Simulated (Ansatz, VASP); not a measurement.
**Two plane-wave programs on Si3N4**

```
Si N
1.0
     7.59500    0.00000    0.00000
    -3.79750    6.57746    0.00000
     0.00000    0.00000    2.90230
Si N
6 8
Cartesian
  5.1687 1.1416 0.9451
  1.5957 5.0470 2.3962
  4.0220 3.9054 0.9451
  -1.3712 5.4359 2.3962
  2.2018 1.5304 0.9451
  -0.2245 2.6720 2.3962
  -1.0292 2.1689 0.9451
  5.2021 0.1931 2.3963
  2.4338 4.6017 0.9451
  4.8267 4.4086 2.3963
  -1.4046 6.3843 0.9451
  1.3637 1.9758 2.3963
  0.0000 4.3850 -0.5064
  3.7975 2.1925 0.9448
```

Alike in both runs: functional PBE; k mesh 4 × 4 × 10; occupations fermi-dirac, width 0.02 eV; no spin polarisation.

Ansatz relaxed the structure, and its values are those at the end. VASP's run is a single point on that final structure, the one shown.

|  | VASP | Ansatz |
| --- | --- | --- |
| version | VASP 6.6.1 | Ansatz 0.2.0 |
| potentials or method | VASP PAW PBE potentials, release 64 (Si, N) | plane-wave PAW, scalar-relativistic |
| plane-wave cutoff (eV) | 520 | 420 |
| valence electrons in the cell | 64 | 64 |

|  | VASP | Ansatz | Ansatz less VASP |
| --- | --- | --- | --- |
| gap on the k mesh at the Fermi level (eV) | 4.35 | 4.36 | +0.012 |
| pressure (GPa) | 6.2 | 6.5 | +0.29 |
| rms of the force components (eV/Å) | 0.006 | 0.005 | -0.0002 |

Ansatz's warnings: stress scf threshold loose.
